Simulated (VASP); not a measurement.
# B (P6_3/mmc) in VASP: notebook

B is run at these levels: revPBE; tasks: single point.

Program: VASP 6.6.1. These are calculated values, not measurements. Logs are shortened: lines on timing, memory, paths and dates and some standing lists are left out, and cuts for length are marked.

**1. The cell of the first run**

The structure is hexagonal, space group P6_3/mmc (No. 194). The conventional cell has a = 1.723 Å, b = 1.723 Å, c = 21.702 Å, α = 90.00°, β = 90.00°, γ = 120.00°. Within 2.3 Å of B (site symmetry -3m) lie 6 B at 1.72 Å. B (site symmetry -6m2) has 6 B at 1.72 Å within 2.3 Å.

**2. Single point, revPBE**

File INCAR:

```
  ALGO = Normal
  EDIFF = 1E-6
  ENCUT = 520
  GGA = RE
  ISIF = 2
  ISMEAR = -1
  LASPH = T
  LCHARG = F
  LREAL = F
  LWAVE = F
  NBANDS = 14
  NELM = 80
  PREC = Accurate
  SIGMA = 0.1
```

File KPOINTS:

```
k-points
0
Gamma
  17 17 5
```

File POSCAR:

```
B
1.0
    1.7226256347      0.0000000000      0.0000000000
   -0.8613128173      1.4918375609      0.0000000000
    0.0000000000      0.0000000000     21.7015576716
B
4
Direct
    1.0000000000      1.0000000000      0.0000000000
    1.0000000000      1.0000000000      0.5000000000
    0.3333333333      0.6666666667      0.2500000000
    0.6666666667      0.3333333333      0.7500000000
```

Potentials or basis: VASP PAW PBE potentials, release 64 (B).

On the command line:

```console
$ cat potpaw_PBE.64/B/POTCAR > POTCAR
$ mpirun -np 1 vasp_std > vasp.out
```

OUTCAR:

```text
EDIFF = 1E-6
   ENCUT = 520
   GGA = RE
   ISIF = 2
   ISMEAR = -1
   LASPH = T
   LREAL = F
   NELM = 80
   PREC = Accurate

 ion  position               nearest neighbor table
   1  0.000  0.000  0.000-
   2  0.000  0.000  0.500-
   3  0.333  0.667  0.250-
   4  0.667  0.333  0.750-

  LATTYP: Found a hexagonal cell.
 ALAT       =     1.7226256347
 C/A-ratio  =    12.5979535161

  Lattice vectors:

 A1 = (   1.7226256347,   0.0000000000,   0.0000000000)
 A2 = (  -0.8613128173,   1.4918375609,   0.0000000000)
 A3 = (   0.0000000000,   0.0000000000,  21.7015576716)

Analysis of symmetry for initial positions (statically):
=====================================================================
 Subroutine PRICEL returns:
 Original cell was already a primitive cell.

 Routine SETGRP: Setting up the symmetry group for a
 hexagonal supercell.

 Subroutine GETGRP returns: Found 24 space group operations
 (whereof 12 operations were pure point group operations)
 out of a pool of 24 trial point group operations.

The static configuration has the point symmetry D_3d.
 The point group associated with its full space group is D_6h.

Analysis of symmetry for dynamics (positions and initial velocities):
=====================================================================
 Subroutine PRICEL returns:
 Original cell was already a primitive cell.

 Routine SETGRP: Setting up the symmetry group for a
 hexagonal supercell.

 Subroutine GETGRP returns: Found 24 space group operations
 (whereof 12 operations were pure point group operations)
 out of a pool of 24 trial point group operations.

The dynamic configuration has the point symmetry D_3d.
 The point group associated with its full space group is D_6h.

 Subroutine INISYM returns: Found 24 space group operations
 (whereof 12 operations are pure point group operations),
 and found     1 'primitive' translations

----------------------------------------------------------------------------------------

                                     Primitive cell

  volume of cell :      55.7703

  direct lattice vectors                    reciprocal lattice vectors
     1.722625635  0.000000000  0.000000000     0.580509183  0.335157133  0.000000000
    -0.861312817  1.491837561  0.000000000     0.000000000  0.670314266  0.000000000
     0.000000000  0.000000000 21.701557672     0.000000000  0.000000000  0.046079642

  length of vectors
     1.722625635  1.722625635 21.701557672     0.670314266  0.670314266  0.046079642

  position of ions in fractional coordinates (direct lattice)
     0.000000000  0.000000000  0.000000000
     0.000000000  0.000000000  0.500000000
     0.333333333  0.666666667  0.250000000
     0.666666667  0.333333333  0.750000000

  ion indices of the primitive-cell ions
   primitive index   ion index
                 1           1
                 2           2
                 3           3
                 4           4

----------------------------------------------------------------------------------------

 KPOINTS: k-points

Automatic generation of k-mesh.
 Grid dimensions read from file:
 generate k-points for:   17   17    5

 Generating k-lattice:

  Cartesian coordinates                     Fractional coordinates (reciprocal lattice)
     0.034147599  0.019715125  0.000000000     0.058823529  0.000000000  0.000000000
     0.000000000  0.039430251  0.000000000     0.000000000  0.058823529  0.000000000
     0.000000000  0.000000000  0.009215928     0.000000000  0.000000000  0.200000000

  Length of vectors
     0.039430251  0.039430251  0.009215928

  Shift w.r.t. Gamma in fractional coordinates (k-lattice)
     0.000000000  0.000000000  0.000000000

 Subroutine IBZKPT returns following result:
 ===========================================

 Found     99 irreducible k-points:

 Following reciprocal coordinates:
            Coordinates               Weight
  0.000000  0.000000  0.000000      1.000000
  0.058824 -0.000000  0.000000      6.000000
  0.117647  0.000000  0.000000      6.000000
  0.176471  0.000000  0.000000      6.000000
  0.235294  0.000000  0.000000      6.000000
  0.294118  0.000000  0.000000      6.000000
[... 16 lines left out ...]
  0.411765  0.117647  0.000000     12.000000
  0.176471  0.176471  0.000000      6.000000
 [... further k-points ...]
   k-points           NKPTS =     99   k-points in BZ     NKDIM =     99   number of bands    NBANDS=     14
   number of dos      NEDOS =    301   number of ions     NIONS =      4
   total plane-waves  NPLWV =  31752
   dimension x,y,z NGX =    14 NGY =   14 NGZ =  162
   dimension x,y,z NGXF=    28 NGYF=   28 NGZF=  324
   ions per type =               4
   NGX,Y,Z   is equivalent  to a cutoff of  13.51, 13.51, 12.41 a.u.
   NGXF,Y,Z  is equivalent  to a cutoff of  27.02, 27.02, 24.82 a.u.
 SYSTEM =  unknown system
   PREC   = accura    normal or accurate (medium, high low for compatibility)
   ISTART =      0    job   : 0-new  1-cont  2-samecut
   ICHARG =      2    charge: 1-file 2-atom 10-const
   ISPIN  =      1    spin polarized calculation?
   LNONCOLLINEAR =      F non collinear calculations
   LSORBIT =      F    spin-orbit coupling
   LASPH  =      T    aspherical Exc in radial PAW
   ENCUT  =  520.0 eV  38.22 Ry    6.18 a.u.   3.20  3.20 40.35*2*pi/ulx,y,z
   NELM   =     80;   NELMIN=  2; NELMDL= -5     # of ELM steps
   EDIFF  = 0.1E-05   stopping-criterion for ELM
   LREAL  =      F    real-space projection
   EDIFFG = 0.1E-04   stopping-criterion for IOM
   NSW    =      0    number of steps for IOM
   IBRION =     -1    ionic relax: 0-MD 1-quasi-New 2-CG
   NFREE  =      0    steps in history (QN), initial steepest desc. (CG)
   ISIF   =      2    stress and relaxation
   ISYM   =      2    0-nonsym 1-usesym 2-fastsym
   POTIM  = 0.5000    time-step for ionic-motion
   TEBEG  =    0.0;   TEEND  =   0.0 temperature during run
   PSTRESS=    0.0 pullay stress
   NELECT =      12.0000    total number of electrons
   NUPDOWN=      -1.0000    fix difference up-down
   EMIN   =  10.00;   EMAX   =-10.00  energy-range for DOS
   EFERMI =   0.00;   METHOD = LEGACY
   ISMEAR =    -1;   SIGMA  =   0.10  broadening in eV -4-tet -1-fermi 0-gaus
   EFERMI_NEDOS =   21; number of points for ismear=-14 and -15
   IALGO  =     38    algorithm
   IMIX   =      4    mixing-type and parameters
     AMIX     =   0.40;   BMIX     =  1.00
     AMIX_MAG =   1.60;   BMIX_MAG =  1.00
  volume/ion in A,a.u.               =      13.94        94.09
  Fermi-wavevector in a.u.,A,eV,Ry     =   0.980997  1.853815 13.093623  0.962354
  Thomas-Fermi vector in A             =   2.111969
   LORBIT       =      0    0 simple, 1 ext, 2 COOP (PROOUT), +10 PAW based schemes
   GGA     = RE    functional components
   LHFCALC =     F    Hartree Fock is set to
   AEXX    =    0.0000 exact exchange contribution
   IVDW    =     0    specifies the selected vdW correction
   LEPSILON=     F    determine dielectric tensor
   LRPA    =     F    only Hartree local field effects (RPA)
 non-spin polarized calculation
  energy-cutoff  :      520.00
  volume of cell :       55.77
 maximum number of plane-waves:      1539
 NGX is ok and might be reduce to    14
   NGX =  7   NGY =  7   NGZ = 81

 number of electron      12.0000000 magnetization

 Free energy of the ion-electron system (eV)
  ---------------------------------------------------
  ext. energy  EPLUGINS =         0.00000000
  ---------------------------------------------------
  free energy    TOTEN  =       -23.14463196 eV

  energy without entropy =      -23.12577615  energy(sigma->0) =      -23.13520405

 E-fermi :   2.4309     XC(G=0):  -7.3637

 val. band max:        2.2029401259   @ k =   0.3529   0.2353   0.0000
 cond. band min:       2.6469344523   @ k =   0.3529   0.0000   0.0000
 fundamental gap:      0.4439943264
 Fermi energy:         2.4309326303

 k-point     1 :       0.0000    0.0000    0.0000
  band No.  band energies     occupation
      1     -14.4736      2.00000
      2     -14.4703      2.00000
      3     -14.4703      2.00000
      4     -14.4671      2.00000
      5      -5.2412      2.00000
      6      -5.1805      2.00000
      7      -5.1805      2.00000
      8      -5.1177      2.00000
      9       4.2657      0.00000
     10       5.0001      0.00000
     11       5.0001      0.00000
     12       6.5506      0.00000
     13       7.7660      0.00000
     14      10.2695      0.00000

 k-point     2 :       0.0588   -0.0000    0.0000
  band No.  band energies     occupation
      1     -14.3162      2.00000
      2     -14.3130      2.00000
      3     -14.3130      2.00000
      4     -14.3098      2.00000
      5      -5.0166      2.00000
      6      -4.9560      2.00000
      7      -4.9560      2.00000
      8      -4.8935      2.00000
      9       4.4824      0.00000
     10       5.2173      0.00000
     11       5.2173      0.00000
     12       6.7801      0.00000
     13       7.9580      0.00000
     14      10.4749      0.00000

 k-point     3 :       0.1176    0.0000    0.0000
  band No.  band energies     occupation
      1     -13.8454      2.00000
      2     -13.8425      2.00000
      3     -13.8424      2.00000
      4     -13.8395      2.00000
      5      -4.3437      2.00000
      6      -4.2837      2.00000
      7      -4.2837      2.00000
      8      -4.2218      2.00000
      9       5.1299      0.00000
     10       5.8658      0.00000
     11       5.8658      0.00000
     12       7.4679      0.00000
     13       8.5256      0.00000
     14      11.0835      0.00000
[... 324 lines left out ...]
 k-point    23 :       0.4118    0.1176    0.0000
  band No.  band energies     occupation
      1      -5.7116      2.00000
      2      -5.7113      2.00000
      3      -5.7113      2.00000
      4      -5.7110      2.00000
      5       3.5416      0.00003
      6       3.5435      0.00003
      7       3.5435      0.00003
      8       3.5455      0.00003
      9       8.1206      0.00000
     10       8.1415      0.00000
     11       8.1415      0.00000
     12       8.1626      0.00000
     13      15.1608      0.00000
     14      15.1745      0.00000

 k-point    24 :       0.1765    0.1765    0.0000
  band No.  band energies     occupation
      1     -10.2993      2.00000
      2     -10.2976      2.00000
      3     -10.2976      2.00000
      4     -10.2959      2.00000
      5       0.7376      2.00000
      6       0.7912      2.00000
      7       0.7912      2.00000
      8       0.8467      2.00000
      9       9.8286      0.00000
     10      10.5023      0.00000
     11      10.5023      0.00000
     12      12.0272      0.00000
     13      12.6788      0.00000
     14      13.3314      0.00000

 [... further k-points ...]

------------------------ aborting loop because EDIFF is reached ----------------------------------------

  FORCE on cell =-STRESS in cart. coord.  units (eV):
  Direction    XX          YY          ZZ          XY          YZ          ZX
  --------------------------------------------------------------------------------------
  -------------------------------------------------------------------------------------
  Total       -0.0474972     -0.0474972      0.0037530     -0.0000000      0.0000000     -0.0000000
  in kB       -1.3645067     -1.3645067      0.1078159     -0.0000000      0.0000000     -0.0000000
  external PRESSURE =      -0.8737325 kB  Pullay stress =       0.0000000 kB

 VOLUME and BASIS-vectors are now :
 -----------------------------------------------------------------------------
  energy-cutoff  :      520.00
  volume of cell :       55.77
      direct lattice vectors                 reciprocal lattice vectors
     1.722625635  0.000000000  0.000000000     0.580509183  0.335157133  0.000000000
    -0.861312817  1.491837561  0.000000000     0.000000000  0.670314266  0.000000000
     0.000000000  0.000000000 21.701557672     0.000000000  0.000000000  0.046079642

 POSITION                                       TOTAL-FORCE (eV/Angst)
 -----------------------------------------------------------------------------------
      0.00000      0.00000      0.00000        -0.000000      0.000000     -0.000000
      0.00000      0.00000     10.85078        -0.000000      0.000000     -0.000000
     -0.00000      0.99456      5.42539        -0.000000      0.000000      0.000000
      0.86131      0.49728     16.27617         0.000000     -0.000000      0.000000
 -----------------------------------------------------------------------------------
    total drift:                               -0.000000     -0.000000      0.000000

  FREE ENERGIE OF THE ION-ELECTRON SYSTEM (eV)
  ---------------------------------------------------
  free  energy   TOTEN  =       -23.1446319561 eV

  energy  without entropy=      -23.1257761506  energy(sigma->0) =      -23.13520405
```

It took 1.7 min on 1 thread of Intel Xeon 8259CL, shared host; peak memory 0.2 GiB.

What came out:

```yaml
Free_energy: -23.1446 eV
Pressure: -0.1 GPa
Band_gap_on_the_k_mesh: zero (band 6 reaches 5.43 eV, above the bottom of band 7 at -5.18 eV)
```

Levels at points of the mesh, in eV from the Fermi level:
```
           k point  band 6  band 7  band 8  band 9  band 10  band 11
(0.00, 0.00, 0.00)   -7.61   -7.61   -7.55    1.83     2.57     2.57
```

Caveat: the PAW data sets were made with another functional, which shifts forces and pressure a little; this functional lacks dispersion, which binds the layers, so the pressure and a relaxed spacing across them are unreliable.

[end of part 1 of 3]
